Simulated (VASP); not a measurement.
# Ta6H in VASP: a series of runs

Ta6H is run at these levels: PBE; tasks: single point.

Program: VASP 6.6.1. These are calculated values, not measurements. Logs are shortened: lines on timing, memory, paths and dates and some standing lists are left out, and cuts for length are marked.

## (1) The cell of the first run

The cell holds a slab with vacuum, 7 atoms: a = 4.694 Å, b = 4.694 Å, c = 19.988 Å, α = 90.00°, β = 90.00°, γ = 120.00°.

## (2) Single point, PBE

Contents of INCAR:

```
ALGO = Normal
DIPOL = 0.5 0.5 0.337
EDIFF = 1E-6
ENCUT = 520
GGA = PE
IDIPOL = 3
ISIF = 2
ISMEAR = 0
LASPH = True
LCHARG = False
LDIPOL = True
LREAL = False
LWAVE = False
NBANDS = 42
NELM = 100
PREC = Accurate
SIGMA = 0.1
```

Contents of KPOINTS:

```
k-points
0
Gamma
  6 6 1
```

Contents of POSCAR:

```
Ta6H
1.0
    4.6937283341      0.0000000000      0.0000000000
   -2.3468641670      4.0648879758      0.0000000000
    0.0000000000      0.0000000000     19.9881921123
Ta H
6 1
Direct
    0.6666666667      0.3333333333      0.2001181486
    0.3333333333      0.6666666667      0.2480516124
    0.0000000000      0.0000000000      0.2959850763
    0.6666666667      0.3333333333      0.3401842451
    0.3333333333      0.6666666667      0.3819724402
    0.0000000000      0.0000000000      0.4246603227
    0.2222222222      0.4444444444      0.4663560184
```

Potentials or basis: VASP PAW PBE potentials, release 64 (Ta_pv, H).

On the command line:

```
cat potpaw_PBE.64/Ta_pv/POTCAR potpaw_PBE.64/H/POTCAR > POTCAR
mpirun -np 1 vasp_std > vasp.out
```

OUTCAR:

```text
EDIFF = 1E-6
   ENCUT = 520
   GGA = PE
   ISIF = 2
   ISMEAR = 0
   LASPH = True
   LREAL = False
   NELM = 100
   PREC = Accurate

 ion  position               nearest neighbor table
   1  0.667  0.333  0.200-   4 2.80   2 2.87   2 2.87   2 2.87   3 3.32   3 3.32   3 3.32
   2  0.333  0.667  0.248-   5 2.68   1 2.87   1 2.87   3 2.87   1 2.87   3 2.87   3 2.87   4 3.28
                             4 3.28   4 3.28
   3  0.000  0.000  0.296-   6 2.57   4 2.85   4 2.85   4 2.85   2 2.87   2 2.87   2 2.87   5 3.21
                             5 3.21   5 3.21   1 3.32   1 3.32   1 3.32
   4  0.667  0.333  0.340-   1 2.80   5 2.84   5 2.84   5 2.84   3 2.85   3 2.85   3 2.85   6 3.19
                             6 3.19   6 3.19   2 3.28   2 3.28   2 3.28
   5  0.333  0.667  0.382-   7 1.91   2 2.68   4 2.84   4 2.84   4 2.84   6 2.84   6 2.84   6 2.84
                             3 3.21   3 3.21   3 3.21
   6  0.000  0.000  0.425-   7 1.99   3 2.57   5 2.84   5 2.84   5 2.84   4 3.19   4 3.19   4 3.19

   7  0.222  0.444  0.466-   5 1.91   6 1.99

  LATTYP: Found a hexagonal cell.
 ALAT       =     4.6937283341
 C/A-ratio  =     4.2584893478

  Lattice vectors:

 A1 = (   4.6937283341,   0.0000000000,   0.0000000000)
 A2 = (  -2.3468641670,   4.0648879758,   0.0000000000)
 A3 = (   0.0000000000,   0.0000000000,  19.9881921123)

Analysis of symmetry for initial positions (statically):
=====================================================================
 Subroutine PRICEL returns:
 Original cell was already a primitive cell.

 Routine SETGRP: Setting up the symmetry group for a
 hexagonal supercell.

 Subroutine GETGRP returns: Found  2 space group operations
 (whereof  2 operations were pure point group operations)
 out of a pool of 24 trial point group operations.

The static configuration has the point symmetry C_1h.

Analysis of symmetry for dynamics (positions and initial velocities):
=====================================================================
 Subroutine PRICEL returns:
 Original cell was already a primitive cell.

 Routine SETGRP: Setting up the symmetry group for a
 hexagonal supercell.

 Subroutine GETGRP returns: Found  2 space group operations
 (whereof  2 operations were pure point group operations)
 out of a pool of 24 trial point group operations.

The dynamic configuration has the point symmetry C_1h.

 Subroutine INISYM returns: Found  2 space group operations
 (whereof  2 operations are pure point group operations),
 and found     1 'primitive' translations

----------------------------------------------------------------------------------------

                                     Primitive cell

  volume of cell :     381.3643

  direct lattice vectors                    reciprocal lattice vectors
     4.693728334  0.000000000  0.000000000     0.213050251  0.123004620  0.000000000
    -2.346864167  4.064887976  0.000000000     0.000000000  0.246009240  0.000000000
     0.000000000  0.000000000 19.988192112     0.000000000  0.000000000  0.050029537

  length of vectors
     4.693728334  4.693728334 19.988192112     0.246009240  0.246009240  0.050029537

  position of ions in fractional coordinates (direct lattice)
     0.666666667  0.333333333  0.200118149
     0.333333333  0.666666667  0.248051612
     0.000000000  0.000000000  0.295985076
     0.666666667  0.333333333  0.340184245
     0.333333333  0.666666667  0.381972440
     0.000000000  0.000000000  0.424660323
     0.222222222  0.444444444  0.466356018

  ion indices of the primitive-cell ions
   primitive index   ion index
                 1           1
                 2           2
                 3           3
                 4           4
                 5           5
                 6           6
                 7           7

----------------------------------------------------------------------------------------

 KPOINTS: k-points

Automatic generation of k-mesh.
 Grid dimensions read from file:
 generate k-points for:    6    6    1

 Generating k-lattice:

  Cartesian coordinates                     Fractional coordinates (reciprocal lattice)
     0.035508375  0.020500770  0.000000000     0.166666667  0.000000000  0.000000000
     0.000000000  0.041001540  0.000000000     0.000000000  0.166666667  0.000000000
     0.000000000  0.000000000  0.050029537     0.000000000  0.000000000  1.000000000

  Length of vectors
     0.041001540  0.041001540  0.050029537

  Shift w.r.t. Gamma in fractional coordinates (k-lattice)
     0.000000000  0.000000000  0.000000000

 Subroutine IBZKPT returns following result:
 ===========================================

 Found     13 irreducible k-points:

 Following reciprocal coordinates:
            Coordinates               Weight
  0.000000  0.000000  0.000000      1.000000
  0.166667 -0.000000  0.000000      4.000000
  0.000000  0.166667  0.000000      2.000000
  0.333333  0.000000  0.000000      4.000000
  0.000000  0.333333  0.000000      2.000000
  0.500000  0.000000  0.000000      2.000000
  0.000000  0.500000  0.000000      1.000000
  0.166667  0.166667  0.000000      4.000000
 -0.333333  0.166667  0.000000      2.000000
  0.333333  0.166667  0.000000      4.000000
 -0.166667  0.500000  0.000000      4.000000
  0.500000  0.333333  0.000000      4.000000
  0.333333  0.333333  0.000000      2.000000
   k-points           NKPTS =     13   k-points in BZ     NKDIM =     13   number of bands    NBANDS=     42
   number of dos      NEDOS =    301   number of ions     NIONS =      7
   total plane-waves  NPLWV = 194400
   dimension x,y,z NGX =    36 NGY =   36 NGZ =  150
   dimension x,y,z NGXF=    72 NGYF=   72 NGZF=  300
   ions per type =               6   1
   NGX,Y,Z   is equivalent  to a cutoff of  12.75, 12.75, 12.48 a.u.
   NGXF,Y,Z  is equivalent  to a cutoff of  25.50, 25.50, 24.95 a.u.
 SYSTEM =  unknown system
   PREC   = accura    normal or accurate (medium, high low for compatibility)
   ISTART =      0    job   : 0-new  1-cont  2-samecut
   ICHARG =      2    charge: 1-file 2-atom 10-const
   ISPIN  =      1    spin polarized calculation?
   LNONCOLLINEAR =      F non collinear calculations
   LSORBIT =      F    spin-orbit coupling
   LASPH  =      T    aspherical Exc in radial PAW
   ENCUT  =  520.0 eV  38.22 Ry    6.18 a.u.   8.73  8.73 37.16*2*pi/ulx,y,z
   NELM   =    100;   NELMIN=  2; NELMDL= -5     # of ELM steps
   EDIFF  = 0.1E-05   stopping-criterion for ELM
   LREAL  =      F    real-space projection
   EDIFFG = 0.1E-04   stopping-criterion for IOM
   NSW    =      0    number of steps for IOM
   IBRION =     -1    ionic relax: 0-MD 1-quasi-New 2-CG
   NFREE  =      0    steps in history (QN), initial steepest desc. (CG)
   ISIF   =      2    stress and relaxation
   ISYM   =      2    0-nonsym 1-usesym 2-fastsym
   POTIM  = 0.5000    time-step for ionic-motion
   TEBEG  =    0.0;   TEEND  =   0.0 temperature during run
   PSTRESS=    0.0 pullay stress
   NELECT =      67.0000    total number of electrons
   NUPDOWN=      -1.0000    fix difference up-down
   EMIN   =  10.00;   EMAX   =-10.00  energy-range for DOS
   EFERMI =   0.00;   METHOD = LEGACY
   ISMEAR =     0;   SIGMA  =   0.10  broadening in eV -4-tet -1-fermi 0-gaus
   EFERMI_NEDOS =   21; number of points for ismear=-14 and -15
   IALGO  =     38    algorithm
   IMIX   =      4    mixing-type and parameters
     AMIX     =   0.40;   BMIX     =  1.00
     AMIX_MAG =   1.60;   BMIX_MAG =  1.00
  volume/ion in A,a.u.               =      54.48       367.65
  Fermi-wavevector in a.u.,A,eV,Ry     =   0.916895  1.732681 11.438377  0.840697
  Thomas-Fermi vector in A             =   2.041803
   LORBIT       =      0    0 simple, 1 ext, 2 COOP (PROOUT), +10 PAW based schemes
   GGA     = PE    functional components
   LHFCALC =     F    Hartree Fock is set to
   AEXX    =    0.0000 exact exchange contribution
   IVDW    =     0    specifies the selected vdW correction
   LEPSILON=     F    determine dielectric tensor
   LRPA    =     F    only Hartree local field effects (RPA)
 non-spin polarized calculation
 Gauss-broadening in eV      SIGMA  =   0.10
  energy-cutoff  :      520.00
  volume of cell :      381.36
 maximum number of plane-waves:     10285
   NGX = 17   NGY = 17   NGZ = 75

 dipolmoment           0.000000      0.000000     -0.001853 electrons x Angstroem

 number of electron      66.9999991 magnetization

 dipolmoment           0.000000      0.000000      0.047584 electrons x Angstroem

 Free energy of the ion-electron system (eV)
  ---------------------------------------------------
  ext. energy  EPLUGINS =         0.00000000
  ---------------------------------------------------
  free energy    TOTEN  =       -68.09443266 eV

  energy without entropy =      -68.05280203  energy(sigma->0) =      -68.07361735

 E-fermi :  -0.8814     XC(G=0):  -4.7609

 val. band max:       -0.8862096475   @ k =   0.5000   0.3333   0.0000
 cond. band min:      -0.8482000875   @ k =   0.3333   0.1667   0.0000
 fundamental gap:      0.0380095599
 Fermi energy:        -0.8813833341

 k-point     1 :       0.0000    0.0000    0.0000
  band No.  band energies     occupation
      1     -35.6173      2.00000
      2     -35.5482      2.00000
      3     -35.3317      2.00000
      4     -35.3242      2.00000
      5     -35.1905      2.00000
      6     -35.1705      2.00000
[... 34 lines left out ...]
     41       1.4184      0.00000
     42       1.6509      0.00000

 k-point     2 :       0.1667   -0.0000    0.0000
  band No.  band energies     occupation
      1     -35.6244      2.00000
      2     -35.5588      2.00000
      3     -35.3563      2.00000
      4     -35.3331      2.00000
      5     -35.2424      2.00000
      6     -35.2052      2.00000
[... 484 lines left out ...]
     41       1.0141      0.00000
     42       1.3398      0.00000

 k-point    13 :       0.3333    0.3333    0.0000
  band No.  band energies     occupation
      1     -35.6393      2.00000
      2     -35.6283      2.00000
      3     -35.3683      2.00000
      4     -35.3032      2.00000
      5     -35.2500      2.00000
      6     -35.2438      2.00000
[... 34 lines left out ...]
     41       0.9246      0.00000
     42       1.1169      0.00000

------------------------ aborting loop because EDIFF is reached ----------------------------------------

 vacuum level on the upper side and lower side of the slab       (xc-potential included)         0.142        -0.260

  FORCE on cell =-STRESS in cart. coord.  units (eV):
  Direction    XX          YY          ZZ          XY          YZ          ZX
  --------------------------------------------------------------------------------------
  -------------------------------------------------------------------------------------
  Total       -3.7950334     -4.1224308     -1.5267695     -0.0000000     -0.0175344     -0.0000000
  in kB      -15.9435909    -17.3190438     -6.4142224     -0.0000000     -0.0736651     -0.0000000
  external PRESSURE =     -13.2256190 kB  Pullay stress =       0.0000000 kB

 VOLUME and BASIS-vectors are now :
 -----------------------------------------------------------------------------
  energy-cutoff  :      520.00
  volume of cell :      381.36
      direct lattice vectors                 reciprocal lattice vectors
     4.693728334  0.000000000  0.000000000     0.213050251  0.123004620  0.000000000
    -2.346864167  4.064887976  0.000000000     0.000000000  0.246009240  0.000000000
     0.000000000  0.000000000 19.988192112     0.000000000  0.000000000  0.050029537

 POSITION                                       TOTAL-FORCE (eV/Angst)
 -----------------------------------------------------------------------------------
      2.34686      1.35496      4.00000         0.000000      0.125873      1.761874
     -0.00000      2.70993      4.95810        -0.000000     -0.053778     -0.526044
      0.00000      0.00000      5.91621        -0.000000     -0.060626     -1.713483
      2.34686      1.35496      6.79967        -0.000000     -0.026060     -0.450480
     -0.00000      2.70993      7.63494        -0.000000     -0.332791      0.694967
      0.00000      0.00000      8.48819         0.000000      0.498810      0.236009
      0.00000      1.80662      9.32161        -0.000000     -0.151428     -0.002843
 -----------------------------------------------------------------------------------
    total drift:                                0.000000     -0.000040      0.000214

  FREE ENERGIE OF THE ION-ELECTRON SYSTEM (eV)
  ---------------------------------------------------
  free  energy   TOTEN  =       -68.0944326648 eV

  energy  without entropy=      -68.0528020278  energy(sigma->0) =      -68.07361735

 vacuum level on the upper side and lower side of the slab         2.967         2.455
```

It took 4.3 min on 1 thread of AMD EPYC 9R45 (Zen 5), shared host; peak memory 0.52 GiB.

What came out:

| Property | Result |
| --- | --- |
| Free energy | -68.0944 eV |
| Largest force | 1.766 eV/Å |

Forces in eV/Å, atoms in the order of the input:
```
Ta   0.000  0.126  1.762
Ta   0.000 -0.054 -0.526
Ta   0.000 -0.061 -1.713
Ta   0.000 -0.026 -0.450
Ta   0.000 -0.333  0.695
Ta   0.000  0.499  0.236
H    0.000 -0.151 -0.003
```

Caveat: spin-orbit coupling is left out, which moves the levels of the heavy elements.

## (3) Single point, PBE

Contents of INCAR:

```
  PREC = Accurate
  ENCUT = 520
  EDIFF = 1E-6
  ISMEAR = 0
  SIGMA = 0.1
  LREAL = False
  LASPH = True
  NELM = 80
  ALGO = Normal
  ISIF = 2
  LWAVE = False
  LCHARG = False
  LDIPOL = True
  IDIPOL = 3
  DIPOL = 0.5 0.5 0.331
  GGA = PE
  NBANDS = 42
```

Contents of KPOINTS:

```
regular mesh
0
Gamma
  6 6 1
```

Contents of POSCAR:

```
Ta6H
1.0
    4.6937283341      0.0000000000      0.0000000000
   -2.3468641670      4.0648879758      0.0000000000
    0.0000000000      0.0000000000     19.9881921123
Ta H
6 1
Direct
    0.6666666667      0.3333333333      0.2001181486
    0.3333333333      0.6666666666      0.2480516124
    0.0000000000      0.0000000000      0.2959850763
    0.6666666667      0.3333333333      0.3401842451
    0.3333333333      0.6666666666      0.3819724402
    0.0000000000      0.0000000000      0.4246603227
    0.4444444444      0.2222222222      0.4286141931
```

Potentials or basis: VASP PAW PBE potentials, release 64 (Ta_pv, H).

On the command line:

```
cat potpaw_PBE.64/Ta_pv/POTCAR potpaw_PBE.64/H/POTCAR > POTCAR
mpirun -np 1 vasp_std > vasp.out
```

Run time: 3.8 min. Hardware: 1 thread of AMD EPYC 9R45 (Zen 5), shared host; peak memory 0.52 GiB.

It converged, with:

```yaml
Free_energy: -67.6329 eV
Largest_force: 2.102 eV/Å
```

Forces on the atoms (eV/Å):
```
Ta  -0.029 -0.017  1.732
Ta  -0.075 -0.043 -0.112
Ta  -0.045 -0.026 -2.102
Ta   0.188  0.108  0.188
Ta  -0.318 -0.183  0.037
Ta  -0.424 -0.245  0.255
H    0.703  0.406  0.002
```

Levels at points of the mesh, in eV from the Fermi level:
```
           k point  band 30  band 31  band 32  band 33  band 34  band 35  band 36  band 37
(0.00, 0.00, 0.00)    -1.17    -1.09    -0.45    -0.42    -0.03     0.15     0.21     0.22
(0.50, 0.00, 0.00)    -1.00    -0.95    -0.89    -0.28    -0.09     0.23     0.75     0.81
(0.00, 0.50, 0.00)    -1.06    -0.97    -0.58    -0.37     0.10     0.22     0.83     0.83
```

Caveat: spin-orbit coupling is left out, which moves the levels of the heavy elements.
